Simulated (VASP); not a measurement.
# Si3Se2 (R-3m) in VASP: single point with PBE

Aim: the single point of Si3Se2 with PBE.

Everything below comes from runs of VASP 6.6.1. Logs are shortened: lines on timing, memory, paths and dates and some standing lists are left out, and cuts for length are marked.

### Step 1. The cell of the first run

Symmetry: R-3m, No. 166, trigonal system. Conventional cell: a = 3.509 Å, b = 3.509 Å, c = 28.809 Å, α = 90.00°, β = 90.00°, γ = 120.00°. Si (site symmetry -3m) has 6 Si at 2.56 Å within 3.4 Å. Si (site symmetry 3m) has 3 Se at 2.48 Å and 3 Si at 2.56 Å within 3.3 Å. Within 3.3 Å of Se (site symmetry 3m) lie 3 Si at 2.48 Å.

### Step 2. Single point, PBE

The input, INCAR:

```
  PREC = Accurate
  ENCUT = 520
  EDIFF = 1E-7
  ISMEAR = 0
  SIGMA = 0.2
  LREAL = False
  LASPH = True
  NELM = 100
  ALGO = Normal
  ISIF = 2
  LWAVE = False
  LCHARG = False
  GGA = PE
  NBANDS = 20
```

The input, KPOINTS:

```
regular mesh
0
Gamma
  5 5 5
```

The input, POSCAR:

```
Si3Se2
1.0
    1.7545888494      1.0130123445      9.6028836977
   -1.7545888494      1.0130123445      9.6028836977
    0.0000000000     -2.0260246890      9.6028836977
Si Se
3 2
Direct
    0.3949975844      0.3949975844      0.3949975844
    0.7829093805      0.7829093805      0.7829093805
    0.0070926497      0.0070926497      0.0070926497
    0.1659809691      0.1659809691      0.1659809691
    0.6240194062      0.6240194062      0.6240194062
```

Potentials or basis: VASP PAW PBE potentials, release 64 (Si, Se).

Run with:

```console
> cat potpaw_PBE.64/Si/POTCAR potpaw_PBE.64/Se/POTCAR > POTCAR
> mpirun -np 1 vasp_std > vasp.out
```

OUTCAR:

```text
PREC = Accurate
   ENCUT = 520
   EDIFF = 1E-7
   ISMEAR = 0
   LREAL = False
   LASPH = True
   NELM = 100
   ISIF = 2
   GGA = PE

 ion  position               nearest neighbor table
   1  0.395  0.395  0.395-   3 2.56   3 2.56   3 2.56   2 2.56   2 2.56   2 2.56
   2  0.783  0.783  0.783-   4 2.48   4 2.48   4 2.48   1 2.56   1 2.56   1 2.56
   3  0.007  0.007  0.007-   5 2.48   5 2.48   5 2.48   1 2.56   1 2.56   1 2.56
   4  0.166  0.166  0.166-   2 2.48   2 2.48   2 2.48
   5  0.624  0.624  0.624-   3 2.48   3 2.48   3 2.48

  LATTYP: Found a trigonal (rhomboedric) cell.
 ALAT       =     9.8142830279
 COS(alpha) =     0.9360760550

  Lattice vectors:

 A1 = (   1.7545888494,   1.0130123445,   9.6028836977)
 A2 = (  -1.7545888494,   1.0130123445,   9.6028836977)
 A3 = (   0.0000000000,  -2.0260246890,   9.6028836977)

Analysis of symmetry for initial positions (statically):
=====================================================================
 Subroutine PRICEL returns:
 Original cell was already a primitive cell.

 Routine SETGRP: Setting up the symmetry group for a
 trigonal (rhombohedral) supercell.

 Subroutine GETGRP returns: Found 12 space group operations
 (whereof  6 operations were pure point group operations)
 out of a pool of 12 trial point group operations.

The static configuration has the point symmetry C_3v.
 The point group associated with its full space group is D_3d.

Analysis of symmetry for dynamics (positions and initial velocities):
=====================================================================
 Subroutine PRICEL returns:
 Original cell was already a primitive cell.

 Routine SETGRP: Setting up the symmetry group for a
 trigonal (rhombohedral) supercell.

 Subroutine GETGRP returns: Found 12 space group operations
 (whereof  6 operations were pure point group operations)
 out of a pool of 12 trial point group operations.

The dynamic configuration has the point symmetry C_3v.
 The point group associated with its full space group is D_3d.

 Subroutine INISYM returns: Found 12 space group operations
 (whereof  6 operations are pure point group operations),
 and found     1 'primitive' translations

----------------------------------------------------------------------------------------

                                     Primitive cell
[... 90 lines left out ...]
   NELM   =    100;   NELMIN=  2; NELMDL= -5     # of ELM steps
   EDIFF  = 0.1E-06   stopping-criterion for ELM
   LREAL  =      F    real-space projection
   EDIFFG = 0.1E-05   stopping-criterion for IOM
   NSW    =      0    number of steps for IOM
   IBRION =     -1    ionic relax: 0-MD 1-quasi-New 2-CG
   NFREE  =      0    steps in history (QN), initial steepest desc. (CG)
   ISIF   =      2    stress and relaxation
   ISYM   =      2    0-nonsym 1-usesym 2-fastsym
   POTIM  = 0.5000    time-step for ionic-motion
   TEBEG  =    0.0;   TEEND  =   0.0 temperature during run
   PSTRESS=    0.0 pullay stress
   NELECT =      24.0000    total number of electrons
   NUPDOWN=      -1.0000    fix difference up-down
   EMIN   =  10.00;   EMAX   =-10.00  energy-range for DOS
   EFERMI =   0.00;   METHOD = LEGACY
   ISMEAR =     0;   SIGMA  =   0.20  broadening in eV -4-tet -1-fermi 0-gaus
   EFERMI_NEDOS =   21; number of points for ismear=-14 and -15
   IALGO  =     38    algorithm
   IMIX   =      4    mixing-type and parameters
     AMIX     =   0.40;   BMIX     =  1.00
     AMIX_MAG =   1.60;   BMIX_MAG =  1.00
  volume/ion in A,a.u.               =      20.48       138.22
  Fermi-wavevector in a.u.,A,eV,Ry     =   1.009325  1.907347 13.860750  1.018736
  Thomas-Fermi vector in A             =   2.142246
   LORBIT       =      0    0 simple, 1 ext, 2 COOP (PROOUT), +10 PAW based schemes
   GGA     = PE    functional components
   LHFCALC =     F    Hartree Fock is set to
   AEXX    =    0.0000 exact exchange contribution
   IVDW    =     0    specifies the selected vdW correction
   LEPSILON=     F    determine dielectric tensor
   LRPA    =     F    only Hartree local field effects (RPA)
 non-spin polarized calculation
 Gauss-broadening in eV      SIGMA  =   0.20
  energy-cutoff  :      520.00
  volume of cell :      102.41
 maximum number of plane-waves:      2807
 NGX is ok and might be reduce to    80
   NGX = 37   NGY = 37   NGZ = 37

 number of electron      24.0000000 magnetization

 Free energy of the ion-electron system (eV)
  ---------------------------------------------------
  ext. energy  EPLUGINS =         0.00000000
  ---------------------------------------------------
  free energy    TOTEN  =       -23.28610324 eV

  energy without entropy =      -23.25338776  energy(sigma->0) =      -23.26974550

 E-fermi :   5.9191     XC(G=0):  -9.6389

 val. band max:        5.6638039651   @ k =   0.4000   0.0000  -0.0000
 cond. band min:       5.9201790771   @ k =  -0.4000   0.2000   0.0000
 fundamental gap:      0.2563751120
 Fermi energy:         5.9190633024

 k-point     1 :       0.0000    0.0000    0.0000
  band No.  band energies     occupation
      1      -9.5287      2.00000
      2      -9.2898      2.00000
      3      -5.5507      2.00000
      4      -2.2050      2.00000
      5       0.7346      2.00000
      6       4.3270      2.00000
[... 426 lines left out ...]
     19      11.6125      0.00000
     20      11.8963      0.00000

------------------------ aborting loop because EDIFF is reached ----------------------------------------

  FORCE on cell =-STRESS in cart. coord.  units (eV):
  Direction    XX          YY          ZZ          XY          YZ          ZX
  --------------------------------------------------------------------------------------
  -------------------------------------------------------------------------------------
  Total       -0.0132892     -0.0132892      0.0560394      0.0000000     -0.0000000      0.0000000
  in kB       -0.2079058     -0.2079058      0.8767209      0.0000000     -0.0000000      0.0000000
  external PRESSURE =       0.1536365 kB  Pullay stress =       0.0000000 kB

 VOLUME and BASIS-vectors are now :
 -----------------------------------------------------------------------------
  energy-cutoff  :      520.00
  volume of cell :      102.41
      direct lattice vectors                 reciprocal lattice vectors
     1.754588849  1.013012345  9.602883698     0.284967045  0.164525800  0.034711795
    -1.754588849  1.013012345  9.602883698    -0.284967045  0.164525800  0.034711795
     0.000000000 -2.026024689  9.602883698     0.000000000 -0.329051601  0.034711795

 POSITION                                       TOTAL-FORCE (eV/Angst)
 -----------------------------------------------------------------------------------
      0.00000      0.00000     11.37935         0.000000     -0.000000     -0.000000
      0.00000      0.00000     22.55456         0.000000      0.000000     -0.006998
      0.00000      0.00000      0.20433         0.000000     -0.000000      0.006998
      0.00000      0.00000      4.78169         0.000000      0.000000     -0.019840
      0.00000      0.00000     17.97716         0.000000     -0.000000      0.019840
 -----------------------------------------------------------------------------------
    total drift:                                0.000000      0.000000     -0.000172

  FREE ENERGIE OF THE ION-ELECTRON SYSTEM (eV)
  ---------------------------------------------------
  free  energy   TOTEN  =       -23.2861032363 eV

  energy  without entropy=      -23.2533877587  energy(sigma->0) =      -23.26974550
```

Run time: 5.9 min. Hardware: 1 thread of AMD EPYC 7R43 (Zen 3), shared host; peak memory 0.82 GiB.

Results:

| Property | Result |
| --- | --- |
| Free energy | -23.2861 eV |
| Pressure | 0.0 GPa |
| Largest force | 0.020 eV/Å |
| Band gap on the k mesh | zero (band 12 reaches 6.71 eV, above the bottom of band 13 at 5.60 eV) |

Forces on the atoms (eV/Å):
```
Si   0.000  0.000  0.000
Si   0.000  0.000 -0.007
Si   0.000  0.000  0.007
Se   0.000  0.000 -0.020
Se   0.000  0.000  0.020
```

Stress tensor (GPa, compression positive):
```
-0.02  0.00  0.00
 0.00 -0.02  0.00
 0.00  0.00  0.09
```

Levels at points of the mesh, in eV from the Fermi level:
```
           k point  band 10  band 11  band 12  band 13  band 14  band 15
(0.00, 0.00, 0.00)    -1.49     0.79     0.79     0.99     2.00     2.00
```

Caveat: the k points lie up to 0.42 Å⁻¹ apart.
